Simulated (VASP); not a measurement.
Write the native input for VASP 6.6.1 that does the following.

```yaml
Task: single point
Functional: PBE
Potentials_or_basis: VASP PAW PBE potentials, release 64 (Cu, I)
Cutoff: 520 eV
k_mesh: 8 × 8 × 8
Occupations: fermi-dirac, width 0.02 eV
Spin: no spin polarisation
Dipole_correction: no
Further_INCAR_settings: ALGO = Normal; EDIFF = 1e-06; NBANDS = 16
```

The structure of CuI lies in POSCAR:

```
CuI
1.0
    0.0000000000      3.0120291186      3.1373295300
    3.0120291186      0.0000000000      3.1373295300
    3.0120291186      3.0120291186      0.0000000000
Cu I
1 1
Direct
    0.0000000000      0.0000000000      0.0000000000
    0.2500000000      0.2500000000      0.2500000000
```

This cell differs from its parent crystal: uniaxial z strain +4.2%.

These files were run (other wordings do the same):

INCAR

```
PREC     = Accurate       # precision mode
ENCUT    = 520            # plane-wave cutoff, eV
EDIFF    = 1E-6           # SCF threshold, eV
ISMEAR   = -1             # smearing method
SIGMA    = 0.02           # smearing width, eV
LREAL    = F              # projectors in reciprocal space
LASPH    = T              # aspherical terms in the spheres
NELM     = 80             # most SCF steps
ALGO     = Normal         # electronic algorithm
ISIF     = 2              # what is computed and relaxed
LWAVE    = F              # write WAVECAR
LCHARG   = F              # write CHGCAR
GGA      = PE             # functional
NBANDS   = 16             # bands
```

KPOINTS

```
regular mesh
0
Gamma
  8 8 8
```

Potentials or basis: VASP PAW PBE potentials, release 64 (Cu, I).

Run with:

```bash
$ cat potpaw_PBE.64/Cu/POTCAR potpaw_PBE.64/I/POTCAR > POTCAR
$ mpirun -np 1 vasp_std > vasp.out
```

It gave:

```json
{"Pressure": "-0.4 GPa", "Band gap on the k mesh": "1.06 eV, direct"}
```

Caveat: the cell differs from its parent crystal (uniaxial z strain +4.2%); spin-orbit coupling is left out, which moves the levels of the heavy elements.

Run time: 29 s on 1 thread of Intel(R) Xeon(R) Platinum 8259CL CPU @ 2.50GHz (Skylake/Cascade Lake) (shared host), peak memory 0.21 GiB.
